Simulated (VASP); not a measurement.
A run of VASP 6.6.1 is set up as follows.

The input INCAR:

```
PREC = Accurate
ENCUT = 560
EDIFF = 1E-6
ISMEAR = -1
SIGMA = 0.1
LREAL = False
LASPH = True
NELM = 120
ALGO = Normal
ISIF = 2
LWAVE = False
LCHARG = False
NBANDS = 14
GGA_COMPAT = False
```

File KPOINTS:

```
Automatic mesh
0
Gamma
  5 5 5
```

File POSCAR:

```
Ir
1.0
    0.0000000000      1.9060927672      1.9060927672
    1.9060927672      0.0000000000      1.9060927672
    1.9060927672      1.9060927672      0.0000000000
Ir
1
Direct
    0.0000000000      0.0000000000      0.0000000000
```

Potentials or basis: VASP PAW LDA potentials, release 64 (Ir_sv_GW).

The run is started by

```bash
$ cat potpaw_LDA.64/Ir_sv_GW/POTCAR > POTCAR
$ mpirun -np 1 vasp_std > vasp.out
```

Problem. What does it give for the pressure?

Solution. 4.5 GPa.

Problem. What does it give for the band gap on the k mesh?

Solution. Zero (an odd number of electrons rules out a gap without spin polarisation).

Caveat: the k points lie up to 0.57 Å⁻¹ apart, too coarse for converged energies and pressures of a metal; spin-orbit coupling is left out, which moves the levels of the heavy elements.
